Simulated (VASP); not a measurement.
# SiC (F-43m) in VASP: a series of runs

The runs below take SiC through electric field gradients, with LDA, r2SCAN.

All numbers are computed with VASP 6.6.1; they aren't measurements. Logs are shortened: lines on timing, memory, paths and dates and some standing lists are left out, and cuts for length are marked.

## (1) The cell of the first run

The structure is cubic, space group F-43m (No. 216). The conventional cell has a = 4.348 Å, b = 4.348 Å, c = 4.348 Å, α = 90.00°, β = 90.00°, γ = 90.00°. Within 2.5 Å of Si (site symmetry -43m) lie 4 C at 1.88 Å. C (site symmetry -43m) has 4 Si at 1.88 Å within 2.5 Å.

## (2) Electric field gradients, LDA

INCAR reads:

```
  PREC = Accurate
  ENCUT = 520
  EDIFF = 1E-8
  ISMEAR = -1
  SIGMA = 0.05
  LREAL = False
  LASPH = True
  NELM = 100
  ALGO = Normal
  ISIF = 2
  LWAVE = False
  LCHARG = False
  LEFG = True
  NBANDS = 11
```

KPOINTS reads:

```
Automatic mesh
0
Gamma
  16 16 16
```

POSCAR reads:

```
SiC
1.0
    0.0000000000      2.1740000000      2.1740000000
    2.1740000000      0.0000000000      2.1740000000
    2.1740000000      2.1740000000      0.0000000000
Si C
1 1
Direct
    0.0000000000      0.0000000000      0.0000000000
    0.7500000000      0.7500000000      0.7500000000
```

Potentials or basis: VASP PAW LDA potentials, release 64 (Si, C).

Run with:

```console
cat potpaw_LDA.64/Si/POTCAR potpaw_LDA.64/C/POTCAR > POTCAR
mpirun -np 1 vasp_std > vasp.out
```

OUTCAR:

```text
PREC = Accurate
   ENCUT = 520
   EDIFF = 1E-8
   ISMEAR = -1
   LREAL = False
   LASPH = True
   NELM = 100
   ISIF = 2

 ion  position               nearest neighbor table
   1  0.000  0.000  0.000-   2 1.88   2 1.88   2 1.88   2 1.88
   2  0.750  0.750  0.750-   1 1.88   1 1.88   1 1.88   1 1.88

  LATTYP: Found a face centered cubic cell.
 ALAT       =     4.3480000000

  Lattice vectors:

 A1 = (   0.0000000000,   2.1740000000,   2.1740000000)
 A2 = (   2.1740000000,   0.0000000000,   2.1740000000)
 A3 = (   2.1740000000,   2.1740000000,   0.0000000000)

Analysis of symmetry for initial positions (statically):
=====================================================================
 Subroutine PRICEL returns:
 Original cell was already a primitive cell.

 Routine SETGRP: Setting up the symmetry group for a
 face centered cubic supercell.

 Subroutine GETGRP returns: Found 24 space group operations
 (whereof 24 operations were pure point group operations)
 out of a pool of 48 trial point group operations.

The static configuration has the point symmetry T_d .

Analysis of symmetry for dynamics (positions and initial velocities):
=====================================================================
 Subroutine PRICEL returns:
 Original cell was already a primitive cell.

 Routine SETGRP: Setting up the symmetry group for a
 face centered cubic supercell.

 Subroutine GETGRP returns: Found 24 space group operations
 (whereof 24 operations were pure point group operations)
 out of a pool of 48 trial point group operations.

The dynamic configuration has the point symmetry T_d .

 Subroutine INISYM returns: Found 24 space group operations
 (whereof 24 operations are pure point group operations),
 and found     1 'primitive' translations

----------------------------------------------------------------------------------------

                                     Primitive cell

  volume of cell :      20.5498

  direct lattice vectors                    reciprocal lattice vectors
     0.000000000  2.174000000  2.174000000    -0.229990800  0.229990800  0.229990800
     2.174000000  0.000000000  2.174000000     0.229990800 -0.229990800  0.229990800
     2.174000000  2.174000000  0.000000000     0.229990800  0.229990800 -0.229990800

  length of vectors
     3.074500285  3.074500285  3.074500285     0.398355752  0.398355752  0.398355752

  position of ions in fractional coordinates (direct lattice)
     0.000000000  0.000000000  0.000000000
     0.750000000  0.750000000  0.750000000

  ion indices of the primitive-cell ions
   primitive index   ion index
                 1           1
                 2           2

----------------------------------------------------------------------------------------

 KPOINTS: Automatic mesh

Automatic generation of k-mesh.
 Grid dimensions read from file:
 generate k-points for:   16   16   16

 Generating k-lattice:

  Cartesian coordinates                     Fractional coordinates (reciprocal lattice)
    -0.014374425  0.014374425  0.014374425     0.062500000  0.000000000  0.000000000
     0.014374425 -0.014374425  0.014374425     0.000000000  0.062500000  0.000000000
     0.014374425  0.014374425 -0.014374425     0.000000000  0.000000000  0.062500000

  Length of vectors
     0.024897234  0.024897234  0.024897234

  Shift w.r.t. Gamma in fractional coordinates (k-lattice)
     0.000000000  0.000000000  0.000000000

 Subroutine IBZKPT returns following result:
 ===========================================

 Found    145 irreducible k-points:

 Following reciprocal coordinates:
            Coordinates               Weight
  0.000000  0.000000  0.000000      1.000000
  0.062500  0.000000  0.000000      8.000000
  0.125000  0.000000  0.000000      8.000000
  0.187500  0.000000  0.000000      8.000000
  0.250000  0.000000  0.000000      8.000000
  0.312500  0.000000  0.000000      8.000000
[... 16 lines left out ...]
 -0.125000  0.062500  0.000000     24.000000
 -0.062500  0.062500  0.000000     12.000000
 [... further k-points ...]
   k-points           NKPTS =    145   k-points in BZ     NKDIM =    145   number of bands    NBANDS=     11
   number of dos      NEDOS =    301   number of ions     NIONS =      2
   total plane-waves  NPLWV =  13824
   dimension x,y,z NGX =    24 NGY =   24 NGZ =   24
   dimension x,y,z NGXF=    48 NGYF=   48 NGZF=   48
   ions per type =               1   1
   NGX,Y,Z   is equivalent  to a cutoff of  12.98, 12.98, 12.98 a.u.
   NGXF,Y,Z  is equivalent  to a cutoff of  25.95, 25.95, 25.95 a.u.
 SYSTEM =  unknown system
   PREC   = accura    normal or accurate (medium, high low for compatibility)
   ISTART =      0    job   : 0-new  1-cont  2-samecut
   ICHARG =      2    charge: 1-file 2-atom 10-const
   ISPIN  =      1    spin polarized calculation?
   LNONCOLLINEAR =      F non collinear calculations
   LSORBIT =      F    spin-orbit coupling
   LASPH  =      T    aspherical Exc in radial PAW
   ENCUT  =  520.0 eV  38.22 Ry    6.18 a.u.   5.72  5.72  5.72*2*pi/ulx,y,z
   NELM   =    100;   NELMIN=  2; NELMDL= -5     # of ELM steps
   EDIFF  = 0.1E-07   stopping-criterion for ELM
   LREAL  =      F    real-space projection
   EDIFFG = 0.1E-06   stopping-criterion for IOM
   NSW    =      0    number of steps for IOM
   IBRION =     -1    ionic relax: 0-MD 1-quasi-New 2-CG
   NFREE  =      0    steps in history (QN), initial steepest desc. (CG)
   ISIF   =      2    stress and relaxation
   ISYM   =      2    0-nonsym 1-usesym 2-fastsym
   POTIM  = 0.5000    time-step for ionic-motion
   TEBEG  =    0.0;   TEEND  =   0.0 temperature during run
   PSTRESS=    0.0 pullay stress
   NELECT =       8.0000    total number of electrons
   NUPDOWN=      -1.0000    fix difference up-down
   EMIN   =  10.00;   EMAX   =-10.00  energy-range for DOS
   EFERMI =   0.00;   METHOD = LEGACY
   ISMEAR =    -1;   SIGMA  =   0.05  broadening in eV -4-tet -1-fermi 0-gaus
   EFERMI_NEDOS =   21; number of points for ismear=-14 and -15
   IALGO  =     38    algorithm
   IMIX   =      4    mixing-type and parameters
     AMIX     =   0.40;   BMIX     =  1.00
     AMIX_MAG =   1.60;   BMIX_MAG =  1.00
  volume/ion in A,a.u.               =      10.27        69.34
  Fermi-wavevector in a.u.,A,eV,Ry     =   1.195369  2.258920 19.441458  1.428907
  Thomas-Fermi vector in A             =   2.331336
   LORBIT       =      0    0 simple, 1 ext, 2 COOP (PROOUT), +10 PAW based schemes
   GGA     = CA    functional components
   LHFCALC =     F    Hartree Fock is set to
   AEXX    =    0.0000 exact exchange contribution
   IVDW    =     0    specifies the selected vdW correction
   LEPSILON=     F    determine dielectric tensor
   LRPA    =     F    only Hartree local field effects (RPA)
 non-spin polarized calculation
  energy-cutoff  :      520.00
  volume of cell :       20.55
 maximum number of plane-waves:       568
   NGX = 11   NGY = 11   NGZ = 11

 number of electron       8.0000001 magnetization

 Free energy of the ion-electron system (eV)
  ---------------------------------------------------
  ext. energy  EPLUGINS =         0.00000000
  ---------------------------------------------------
  free energy    TOTEN  =       -16.64096359 eV

  energy without entropy =      -16.64096358  energy(sigma->0) =      -16.64096358

 E-fermi :   8.8357     XC(G=0): -11.5859

 val. band max:        8.1401871792   @ k =   0.0000   0.0000   0.0000
 cond. band min:       9.4390758528   @ k =   0.5000   0.5000   0.0000
 fundamental gap:      1.2988886736
 Fermi energy:         8.8356947720

 k-point     1 :       0.0000    0.0000    0.0000
  band No.  band energies     occupation
      1      -7.2294      2.00000
      2       8.1402      2.00000
      3       8.1402      2.00000
      4       8.1402      2.00000
      5      14.5133      0.00000
      6      15.3798      0.00000
      7      15.3798      0.00000
      8      15.3798      0.00000
      9      22.6399      0.00000
     10      22.6399      0.00000
     11      24.4178      0.00000

 k-point     2 :       0.0625    0.0000    0.0000
  band No.  band energies     occupation
      1      -7.1523      2.00000
      2       7.7195      2.00000
      3       8.0852      2.00000
      4       8.0852      2.00000
      5      14.6659      0.00000
      6      15.4501      0.00000
      7      15.4826      0.00000
      8      15.4826      0.00000
      9      22.1412      0.00000
     10      22.1412      0.00000
     11      24.4473      0.00000
[... 295 lines left out ...]
 k-point    24 :      -0.0625    0.0625    0.0000
  band No.  band energies     occupation
      1      -7.0241      2.00000
      2       7.2425      2.00000
      3       7.7294      2.00000
      4       8.1180      2.00000
      5      14.8489      0.00000
      6      15.3344      0.00000
      7      15.5056      0.00000
      8      16.0115      0.00000
      9      21.1811      0.00000
     10      22.0298      0.00000
     11      24.8315      0.00000

 [... further k-points ...]
[... 5 lines left out ...]
  --------------------------------------------------------------------------------------
  -------------------------------------------------------------------------------------
  Total       -0.3266542     -0.3266542     -0.3266542     -0.0000000      0.0000000     -0.0000000
  in kB      -25.4677266    -25.4677266    -25.4677266     -0.0000000      0.0000000     -0.0000000
  external PRESSURE =     -25.4677266 kB  Pullay stress =       0.0000000 kB

 VOLUME and BASIS-vectors are now :
 -----------------------------------------------------------------------------
  energy-cutoff  :      520.00
  volume of cell :       20.55
      direct lattice vectors                 reciprocal lattice vectors
     0.000000000  2.174000000  2.174000000    -0.229990800  0.229990800  0.229990800
     2.174000000  0.000000000  2.174000000     0.229990800 -0.229990800  0.229990800
     2.174000000  2.174000000  0.000000000     0.229990800  0.229990800 -0.229990800

 POSITION                                       TOTAL-FORCE (eV/Angst)
 -----------------------------------------------------------------------------------
      0.00000      0.00000      0.00000        -0.000000     -0.000000     -0.000000
      3.26100      3.26100      3.26100         0.000000      0.000000      0.000000
 -----------------------------------------------------------------------------------
    total drift:                               -0.000000     -0.000000     -0.000000

  FREE ENERGIE OF THE ION-ELECTRON SYSTEM (eV)
  ---------------------------------------------------
  free  energy   TOTEN  =       -16.6409635888 eV

  energy  without entropy=      -16.6409635755  energy(sigma->0) =      -16.64096358

 Electric field gradients (V/A^2)
---------------------------------------------------------------------
 ion       V_xx      V_yy      V_zz      V_xy      V_xz      V_yz
---------------------------------------------------------------------
   1       0.000     0.000    -0.000     0.000     0.000     0.000
   2      -0.000    -0.000     0.000     0.000     0.000     0.000
---------------------------------------------------------------------

 Electric field gradients after diagonalization (V/A^2)
 (convention: |V_zz| > |V_xx| > |V_yy|)
----------------------------------------------------------------------
 ion       V_xx      V_yy      V_zz     asymmetry (V_yy - V_xx)/ V_zz
----------------------------------------------------------------------
   1      -0.000    -0.000     0.000       0.000
   2      -0.000    -0.000     0.000       0.000
----------------------------------------------------------------------

           NMR quadrupolar parameters

 Cq : quadrupolar parameter    Cq=e*Q*V_zz/h
 eta: asymmetry parameters     (V_yy - V_xx)/ V_zz
 Q  : nuclear electric quadrupole moment in mb (millibarn)
----------------------------------------------------------------------
 ion       Cq(MHz)       eta       Q (mb)
----------------------------------------------------------------------
   1       0.000       0.000       1.000
   2       0.000       0.000       1.000
----------------------------------------------------------------------
```

Run time: 36 s. Hardware: 1 thread of Intel Xeon 8259CL, shared host; peak memory 0.14 GiB.

Results:

* Free energy: -16.6410 eV
* Pressure: -2.5 GPa
* Band gap on the k mesh: 1.30 eV (least direct gap 4.51 eV)
* Largest electric field gradient by atom: zero within the noise of the run

## (3) Electric field gradients, r2SCAN

POSCAR is that of step 2.

INCAR.step1 reads:

```
SYSTEM = SiC
ALGO = Normal
EDIFF = 1E-4
ENCUT = 520
GGA = PE
ISMEAR = -1
LASPH = .TRUE.
LCHARG = .FALSE.
LREAL = .FALSE.
LWAVE = .TRUE.
NBANDS = 11
NELM = 100
PREC = Accurate
SIGMA = 0.05
```

INCAR.step2 reads:

```
SYSTEM = SiC
ALGO = Normal
EDIFF = 1E-8
ENCUT = 520
ISIF = 2
ISMEAR = -1
ISTART = 1
LASPH = .TRUE.
LCHARG = .FALSE.
LEFG = .TRUE.
LMIXTAU = .TRUE.
LREAL = .FALSE.
LWAVE = .FALSE.
METAGGA = R2SCAN
NBANDS = 11
NELM = 100
PREC = Accurate
SIGMA = 0.05
```

KPOINTS reads:

```
k-points
0
G
  16 16 16
  0 0 0
```

Potentials or basis: VASP PAW PBE potentials, release 64 (Si, C).

Run with:

```console
cat potpaw_PBE.64/Si/POTCAR potpaw_PBE.64/C/POTCAR > POTCAR
cp INCAR.step1 INCAR
mpirun -np 1 vasp_std > vasp.out
cp INCAR.step2 INCAR
mpirun -np 1 vasp_std > vasp.out
```

OUTCAR:

```text
SYSTEM = SiC
   EDIFF = 1E-8
   ENCUT = 520
   ISIF = 2
   ISMEAR = -1
   ISTART = 1
   LASPH = .TRUE.
   LREAL = .FALSE.
   METAGGA = R2SCAN
   NELM = 100
   PREC = Accurate

 ion  position               nearest neighbor table
   1  0.000  0.000  0.000-   2 1.88   2 1.88   2 1.88   2 1.88
   2  0.750  0.750  0.750-   1 1.88   1 1.88   1 1.88   1 1.88

  LATTYP: Found a face centered cubic cell.
 ALAT       =     4.3480000000

  Lattice vectors:

 A1 = (   0.0000000000,   2.1740000000,   2.1740000000)
 A2 = (   2.1740000000,   0.0000000000,   2.1740000000)
 A3 = (   2.1740000000,   2.1740000000,   0.0000000000)

Analysis of symmetry for initial positions (statically):
=====================================================================
 Subroutine PRICEL returns:
 Original cell was already a primitive cell.

 Routine SETGRP: Setting up the symmetry group for a
 face centered cubic supercell.

 Subroutine GETGRP returns: Found 24 space group operations
 (whereof 24 operations were pure point group operations)
 out of a pool of 48 trial point group operations.

The static configuration has the point symmetry T_d .

Analysis of symmetry for dynamics (positions and initial velocities):
=====================================================================
 Subroutine PRICEL returns:
 Original cell was already a primitive cell.

 Routine SETGRP: Setting up the symmetry group for a
 face centered cubic supercell.

 Subroutine GETGRP returns: Found 24 space group operations
 (whereof 24 operations were pure point group operations)
 out of a pool of 48 trial point group operations.

The dynamic configuration has the point symmetry T_d .
[... 478 lines left out ...]
      2       7.1115      2.00000
      3       7.6361      2.00000
      4       8.0350      2.00000
      5      15.3651      0.00000
      6      15.9366      0.00000
      7      16.0956      0.00000
      8      16.6357      0.00000
      9      21.8665      0.00000
     10      22.7622      0.00000
     11      26.1536      0.00000

 [... further k-points ...]

------------------------ aborting loop because EDIFF is reached ----------------------------------------

  FORCE on cell =-STRESS in cart. coord.  units (eV):
  Direction    XX          YY          ZZ          XY          YZ          ZX
  --------------------------------------------------------------------------------------
  -------------------------------------------------------------------------------------
  Total        0.1449260      0.1449260      0.1449260      0.0000000      0.0000000      0.0000000
  in kB       11.2992154     11.2992154     11.2992154      0.0000000      0.0000000      0.0000000
  external PRESSURE =      11.2992154 kB  Pullay stress =       0.0000000 kB

 VOLUME and BASIS-vectors are now :
 -----------------------------------------------------------------------------
  energy-cutoff  :      520.00
  volume of cell :       20.55
      direct lattice vectors                 reciprocal lattice vectors
     0.000000000  2.174000000  2.174000000    -0.229990800  0.229990800  0.229990800
     2.174000000  0.000000000  2.174000000     0.229990800 -0.229990800  0.229990800
     2.174000000  2.174000000  0.000000000     0.229990800  0.229990800 -0.229990800

 POSITION                                       TOTAL-FORCE (eV/Angst)
 -----------------------------------------------------------------------------------
      0.00000      0.00000      0.00000         0.000000      0.000000     -0.000000
      3.26100      3.26100      3.26100        -0.000000     -0.000000      0.000000
 -----------------------------------------------------------------------------------
    total drift:                                0.000001      0.000001      0.000001

  FREE ENERGIE OF THE ION-ELECTRON SYSTEM (eV)
  ---------------------------------------------------
  free  energy   TOTEN  =       -19.3266922798 eV

  energy  without entropy=      -19.3266922796  energy(sigma->0) =      -19.32669228

 Electric field gradients (V/A^2)
---------------------------------------------------------------------
 ion       V_xx      V_yy      V_zz      V_xy      V_xz      V_yz
---------------------------------------------------------------------
   1       0.000    -0.000    -0.000     0.000     0.000     0.000
   2      -0.000     0.000     0.000     0.000     0.000     0.000
---------------------------------------------------------------------

 Electric field gradients after diagonalization (V/A^2)
 (convention: |V_zz| > |V_xx| > |V_yy|)
----------------------------------------------------------------------
 ion       V_xx      V_yy      V_zz     asymmetry (V_yy - V_xx)/ V_zz
----------------------------------------------------------------------
   1      -0.000    -0.000     0.000       0.000
   2      -0.000    -0.000     0.000       0.000
----------------------------------------------------------------------

           NMR quadrupolar parameters

 Cq : quadrupolar parameter    Cq=e*Q*V_zz/h
 eta: asymmetry parameters     (V_yy - V_xx)/ V_zz
 Q  : nuclear electric quadrupole moment in mb (millibarn)
----------------------------------------------------------------------
 ion       Cq(MHz)       eta       Q (mb)
----------------------------------------------------------------------
   1       0.000       0.000       1.000
   2       0.000       0.000       1.000
----------------------------------------------------------------------
```

OUTCAR.step1:

```text
SYSTEM = SiC
   EDIFF = 1E-4
   ENCUT = 520
   GGA = PE
   ISMEAR = -1
   LASPH = .TRUE.
   LREAL = .FALSE.
[... 555 lines left out ...]
      0.00000      0.00000      0.00000        -0.000000     -0.000000     -0.000000
      3.26100      3.26100      3.26100         0.000000      0.000000      0.000000
 -----------------------------------------------------------------------------------
    total drift:                               -0.000000     -0.000000     -0.000000

  FREE ENERGIE OF THE ION-ELECTRON SYSTEM (eV)
  ---------------------------------------------------
  free  energy   TOTEN  =       -15.0542861331 eV

  energy  without entropy=      -15.0542861249  energy(sigma->0) =      -15.05428613
```

Wall time 3.3 min (1 thread of Intel Xeon 8259CL, shared host); peak memory 0.16 GiB.

What came out:

```
Free energy                             : -19.3267 eV
Pressure                                : 1.1 GPa
Band gap on the k mesh                  : 1.72 eV (least direct gap 5.07 eV)
Largest electric field gradient by atom : zero within the noise of the run
```

Levels at points of the mesh, in eV from the valence-band top:
| k point | band 1 | band 2 | band 3 | band 4 | band 5 | band 6 | band 7 | band 8 | band 9 |
| --- | --- | --- | --- | --- | --- | --- | --- | --- | --- |
| (0.00, 0.00, 0.00) | -16.23 | 0.00 | 0.00 | 0.00 | 6.92 | 7.90 | 7.90 | 7.90 | 15.25 |
| (0.50, 0.00, 0.00) | -12.58 | -8.86 | -1.11 | -1.11 | 6.06 | 7.78 | 7.78 | 11.00 | 17.50 |
| (0.50, 0.50, 0.00) | -11.11 | -8.07 | -3.35 | -3.35 | 1.72 | 4.85 | 15.22 | 15.22 | 16.09 |

Caveat: the PAW data sets were made with another functional, which shifts forces and pressure a little. r2SCAN opens gaps a little over a GGA but as a rule still falls short of measured ones.
